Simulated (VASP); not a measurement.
Crystal: MgO5.

```xyz
6
Lattice="2.2944 1.3247 4.5559 -2.2944 1.3247 4.5559 0.0000 -2.6494 4.5559" Properties=species:S:1:pos:R:3 pbc="T T T"
Mg    0.0000    0.0000    6.8339
O     0.7545   -1.3426    4.5559
O     0.0000    0.0000    2.2673
O     0.7855    1.3247    4.5559
O    -1.5400    0.0179    4.5559
O     0.0000    0.0000   11.4005
```

Base run:

* Program: VASP 6.6.1
* Functional: PBE
* Potentials or basis: VASP PAW PBE potentials, release 64 (Mg, O)
* Cutoff: 520 eV
* k mesh: 6 × 6 × 6
* Occupations: gaussian, width 0.1 eV
* Spin: collinear spin, ferromagnetic start
* Starting moments: [0.0, 1.0, 1.0, 1.0, 1.0, 1.0] μB

Its results: band gap on the k mesh zero (filled and empty bands overlap); pressure -13.9 GPa; largest force 0.174 eV/Å.

Question: The run is repeated on the same cell with these changes: spin from collinear spin, ferromagnetic start to no spin polarisation; further incar settings from ALGO = Normal; EDIFF = 1e-06; NBANDS = 29 to ALGO = Normal; EDIFF = 1e-07; NBANDS = 25. What comes out?

Answer: Band gap on the k mesh zero (band 16 reaches -1.29 eV, above the bottom of band 17 at -1.56 eV); pressure -21.1 GPa; largest force 0.197 eV/Å.
